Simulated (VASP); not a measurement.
# Se (I4/mmm) in VASP: notebook, part 2 of 2

VASP 6.6.1. Earlier steps stand in the parts before.

## Step 5: Single point, PBEsol (strain +0.050 along x and y, +0.000 along z)

The input, INCAR:

```
ALGO     = Normal         # electronic algorithm
EDIFF    = 1E-7           # SCF threshold, eV
ENCUT    = 520            # plane-wave cutoff, eV
GGA      = PS             # functional
ISIF     = 2              # what is computed and relaxed
ISMEAR   = 0              # smearing method
LASPH    = T              # aspherical terms in the spheres
LCHARG   = F              # write CHGCAR
LREAL    = F              # projectors in reciprocal space
LWAVE    = F              # write WAVECAR
NBANDS   = 9              # bands
NELM     = 60             # most SCF steps
PREC     = Accurate       # precision mode
SIGMA    = 0.15           # smearing width, eV
```

The input, KPOINTS:

```
k-points
0
Gamma
  20 20 20
```

The input, POSCAR:

```
Se
1.0
   -1.7886210456      1.7886210456      1.7034486149
    1.7886210456     -1.7886210456      1.7034486149
    1.7886210456      1.7886210456     -1.7034486149
Se
1
Direct
    0.0000000000      0.0000000000      0.0000000000
```

Potentials or basis: VASP PAW PBE potentials, release 64 (Se).

Command:

```console
cat potpaw_PBE.64/Se/POTCAR > POTCAR
mpirun -np 1 vasp_std > vasp.out
```

OUTCAR:

```text
EDIFF = 1E-7
   ENCUT = 520
   GGA = PS
   ISIF = 2
   ISMEAR = 0
   LASPH = T
   LREAL = F
   NELM = 60
   PREC = Accurate

 ion  position               nearest neighbor table
   1  0.000  0.000  0.000-

  LATTYP: Found a body centered tetragonal cell.
 ALAT       =     3.5772420912
 C/A-ratio  =     0.9523809524

  Lattice vectors:

 A1 = (  -1.7886210456,   1.7886210456,   1.7034486149)
 A2 = (   1.7886210456,  -1.7886210456,   1.7034486149)
 A3 = (   1.7886210456,   1.7886210456,  -1.7034486149)

Analysis of symmetry for initial positions (statically):
=====================================================================
 Subroutine PRICEL returns:
 Original cell was already a primitive cell.

 Routine SETGRP: Setting up the symmetry group for a
 body centered tetragonal supercell.

 Subroutine GETGRP returns: Found 16 space group operations
 (whereof 16 operations were pure point group operations)
 out of a pool of 16 trial point group operations.

The static configuration has the point symmetry D_4h.

Analysis of symmetry for dynamics (positions and initial velocities):
=====================================================================
 Subroutine PRICEL returns:
 Original cell was already a primitive cell.

 Routine SETGRP: Setting up the symmetry group for a
 body centered tetragonal supercell.

 Subroutine GETGRP returns: Found 16 space group operations
 (whereof 16 operations were pure point group operations)
 out of a pool of 16 trial point group operations.

The dynamic configuration has the point symmetry D_4h.

 Subroutine INISYM returns: Found 16 space group operations
 (whereof 16 operations are pure point group operations),
 and found     1 'primitive' translations

----------------------------------------------------------------------------------------

                                     Primitive cell

  volume of cell :      21.7985

  direct lattice vectors                    reciprocal lattice vectors
    -1.788621046  1.788621046  1.703448615     0.000000000  0.279544961  0.293522209
     1.788621046 -1.788621046  1.703448615     0.279544961  0.000000000  0.293522209
     1.788621046  1.788621046 -1.703448615     0.279544961  0.279544961  0.000000000

  length of vectors
     3.049601232  3.049601232  3.049601232     0.405340193  0.405340193  0.395336275

  position of ions in fractional coordinates (direct lattice)
     0.000000000  0.000000000  0.000000000

  ion indices of the primitive-cell ions
   primitive index   ion index
                 1           1

----------------------------------------------------------------------------------------

 KPOINTS: k-points

Automatic generation of k-mesh.
 Grid dimensions read from file:
 generate k-points for:   20   20   20

 Generating k-lattice:

  Cartesian coordinates                     Fractional coordinates (reciprocal lattice)
     0.000000000  0.013977248  0.014676110     0.050000000  0.000000000  0.000000000
     0.013977248  0.000000000  0.014676110     0.000000000  0.050000000  0.000000000
     0.013977248  0.013977248  0.000000000     0.000000000  0.000000000  0.050000000

  Length of vectors
     0.020267010  0.020267010  0.019766814

  Shift w.r.t. Gamma in fractional coordinates (k-lattice)
     0.000000000  0.000000000  0.000000000

 Subroutine IBZKPT returns following result:
 ===========================================

 Found    641 irreducible k-points:

 Following reciprocal coordinates:
            Coordinates               Weight
  0.000000  0.000000  0.000000      1.000000
  0.050000  0.000000  0.000000      8.000000
  0.100000 -0.000000  0.000000      8.000000
  0.150000  0.000000  0.000000      8.000000
  0.200000 -0.000000  0.000000      8.000000
  0.250000  0.000000  0.000000      8.000000
[... 16 lines left out ...]
 -0.400000  0.050000  0.000000     16.000000
 -0.350000  0.050000  0.000000     16.000000
 [... further k-points ...]
   k-points           NKPTS =    641   k-points in BZ     NKDIM =    641   number of bands    NBANDS=      9
   number of dos      NEDOS =    301   number of ions     NIONS =      1
   total plane-waves  NPLWV =  13824
   dimension x,y,z NGX =    24 NGY =   24 NGZ =   24
   dimension x,y,z NGXF=    48 NGYF=   48 NGZF=   48
   ions per type =               1
   NGX,Y,Z   is equivalent  to a cutoff of  13.08, 13.08, 13.08 a.u.
   NGXF,Y,Z  is equivalent  to a cutoff of  26.17, 26.17, 26.17 a.u.
 SYSTEM =  unknown system
   PREC   = accura    normal or accurate (medium, high low for compatibility)
   ISTART =      0    job   : 0-new  1-cont  2-samecut
   ICHARG =      2    charge: 1-file 2-atom 10-const
   ISPIN  =      1    spin polarized calculation?
   LNONCOLLINEAR =      F non collinear calculations
   LSORBIT =      F    spin-orbit coupling
   LASPH  =      T    aspherical Exc in radial PAW
   ENCUT  =  520.0 eV  38.22 Ry    6.18 a.u.   5.67  5.67  5.67*2*pi/ulx,y,z
   NELM   =     60;   NELMIN=  2; NELMDL= -5     # of ELM steps
   EDIFF  = 0.1E-06   stopping-criterion for ELM
   LREAL  =      F    real-space projection
   EDIFFG = 0.1E-05   stopping-criterion for IOM
   NSW    =      0    number of steps for IOM
   IBRION =     -1    ionic relax: 0-MD 1-quasi-New 2-CG
   NFREE  =      0    steps in history (QN), initial steepest desc. (CG)
   ISIF   =      2    stress and relaxation
   ISYM   =      2    0-nonsym 1-usesym 2-fastsym
   POTIM  = 0.5000    time-step for ionic-motion
   TEBEG  =    0.0;   TEEND  =   0.0 temperature during run
   PSTRESS=    0.0 pullay stress
   NELECT =       6.0000    total number of electrons
   NUPDOWN=      -1.0000    fix difference up-down
   EMIN   =  10.00;   EMAX   =-10.00  energy-range for DOS
   EFERMI =   0.00;   METHOD = LEGACY
   ISMEAR =     0;   SIGMA  =   0.15  broadening in eV -4-tet -1-fermi 0-gaus
   EFERMI_NEDOS =   21; number of points for ismear=-14 and -15
   IALGO  =     38    algorithm
   IMIX   =      4    mixing-type and parameters
     AMIX     =   0.40;   BMIX     =  1.00
     AMIX_MAG =   1.60;   BMIX_MAG =  1.00
  volume/ion in A,a.u.               =      21.80       147.10
  Fermi-wavevector in a.u.,A,eV,Ry     =   1.064919  2.012406 15.429728  1.134053
  Thomas-Fermi vector in A             =   2.200454
   LORBIT       =      0    0 simple, 1 ext, 2 COOP (PROOUT), +10 PAW based schemes
   GGA     = PS    functional components
   LHFCALC =     F    Hartree Fock is set to
   AEXX    =    0.0000 exact exchange contribution
   IVDW    =     0    specifies the selected vdW correction
   LEPSILON=     F    determine dielectric tensor
   LRPA    =     F    only Hartree local field effects (RPA)
 non-spin polarized calculation
 Gauss-broadening in eV      SIGMA  =   0.15
  energy-cutoff  :      520.00
  volume of cell :       21.80
 maximum number of plane-waves:       601
   NGX = 11   NGY = 11   NGZ = 11

 number of electron       6.0000000 magnetization

 Free energy of the ion-electron system (eV)
  ---------------------------------------------------
  ext. energy  EPLUGINS =         0.00000000
  ---------------------------------------------------
  free energy    TOTEN  =        -3.32330644 eV

  energy without entropy =       -3.31456618  energy(sigma->0) =       -3.31893631

 E-fermi :   4.5471     XC(G=0): -10.4099

 val. band max:        4.5458067380   @ k =  -0.3500  -0.4500   0.2000
 cond. band min:       4.5539614919   @ k =  -0.2000   0.2000   0.2000
 fundamental gap:      0.0081547539
 Fermi energy:         4.5470525991

 k-point     1 :       0.0000    0.0000    0.0000
  band No.  band energies     occupation
      1     -10.9776      2.00000
      2       7.1536      0.00000
      3       7.1536      0.00000
      4       7.2891      0.00000
      5      14.6635      0.00000
      6      16.2049      0.00000
      7      17.1297      0.00000
      8      17.1297      0.00000
      9      19.0646      0.00000

 k-point     2 :       0.0500    0.0000    0.0000
  band No.  band energies     occupation
      1     -10.9285      2.00000
      2       6.8969      0.00000
      3       7.0525      0.00000
      4       7.2086      0.00000
      5      14.9000      0.00000
      6      16.1811      0.00000
      7      16.9842      0.00000
      8      17.1194      0.00000
      9      18.8504      0.00000
[... 253 lines left out ...]
 k-point    24 :      -0.3500    0.0500    0.0000
  band No.  band energies     occupation
      1      -9.0806      2.00000
      2       0.8059      2.00000
      3       4.8552      0.00367
      4       6.4066      0.00000
      5      12.2936      0.00000
      6      13.5536      0.00000
      7      19.2797      0.00000
      8      20.2950      0.00000
      9      22.1628      0.00000

 [... further k-points ...]
[... 5 lines left out ...]
  --------------------------------------------------------------------------------------
  -------------------------------------------------------------------------------------
  Total       -1.2011845     -1.2011845     -0.8071924      0.0000000     -0.0000000      0.0000000
  in kB      -88.2865581    -88.2865581    -59.3283026      0.0000000     -0.0000000      0.0000000
  external PRESSURE =     -78.6338063 kB  Pullay stress =       0.0000000 kB

 VOLUME and BASIS-vectors are now :
 -----------------------------------------------------------------------------
  energy-cutoff  :      520.00
  volume of cell :       21.80
      direct lattice vectors                 reciprocal lattice vectors
    -1.788621046  1.788621046  1.703448615     0.000000000  0.279544961  0.293522209
     1.788621046 -1.788621046  1.703448615     0.279544961  0.000000000  0.293522209
     1.788621046  1.788621046 -1.703448615     0.279544961  0.279544961  0.000000000

 POSITION                                       TOTAL-FORCE (eV/Angst)
 -----------------------------------------------------------------------------------
      0.00000      0.00000      0.00000        -0.000000     -0.000000     -0.000000
 -----------------------------------------------------------------------------------
    total drift:                                0.000000      0.000000     -0.000000

  FREE ENERGIE OF THE ION-ELECTRON SYSTEM (eV)
  ---------------------------------------------------
  free  energy   TOTEN  =        -3.3233064386 eV

  energy  without entropy=       -3.3145661761  energy(sigma->0) =       -3.31893631
```

Wall time 26 s (1 thread of Intel Xeon 6975P-C (Granite Rapids), shared host); peak memory 0.23 GiB.

Results:

* Free energy: -3.3233 eV
* Pressure: -7.9 GPa
* Band gap on the k mesh: zero (bands 3 and 4 overlap by 5.88 eV)

Levels at points of the mesh, in eV from the Fermi level:
```tsv
k point	band 1	band 2	band 3	band 4	band 5	band 6	band 7
(0.00, 0.00, 0.00)	-15.52	2.61	2.61	2.74	10.12	11.66	12.58
(0.50, 0.00, 0.00)	-12.44	-6.06	-0.11	1.75	6.61	8.12	16.87
(0.50, 0.50, 0.00)	-12.63	-6.16	0.29	2.26	7.17	8.96	16.36
(0.50, 0.50, 0.50)	-10.51	-3.19	-3.19	-2.44	4.13	4.56	21.85
```

Caveat: the cell differs from its parent crystal (strain +0.050 along x and y, +0.000 along z); the cell stands under tension; the PAW data sets were made with another functional, which shifts forces and pressure a little.

## Step 6: Summary

```tsv
cell	gap on the mesh (eV)	pressure (GPa)
a = 2.852 Å, angles 108.8, 108.8, 110.9°, 1 atom	none	8.0
a = 2.902 Å, angles 108.1, 108.1, 112.2°, 1 atom	none	2.5
a = 3.000 Å, angles 110.8, 110.8, 106.8°, 1 atom	none	-5.3
a = 3.050 Å, angles 108.2, 108.2, 112.1°, 1 atom	none	-7.9
```

Alike in all rows: task single point; level PBEsol; potentials or basis VASP PAW PBE potentials, release 64 (Se); no spin polarisation; k mesh 20 × 20 × 20; cutoff (eV) 520; smearing gaussian 0.15 eV.

Caveats: the PAW data sets were made with another functional, which shifts forces and pressure a little; the cell stands under tension (at least some runs); the cell stands under pressure (at least some runs).

Absolute energies hang on the potentials; compare differences alone.
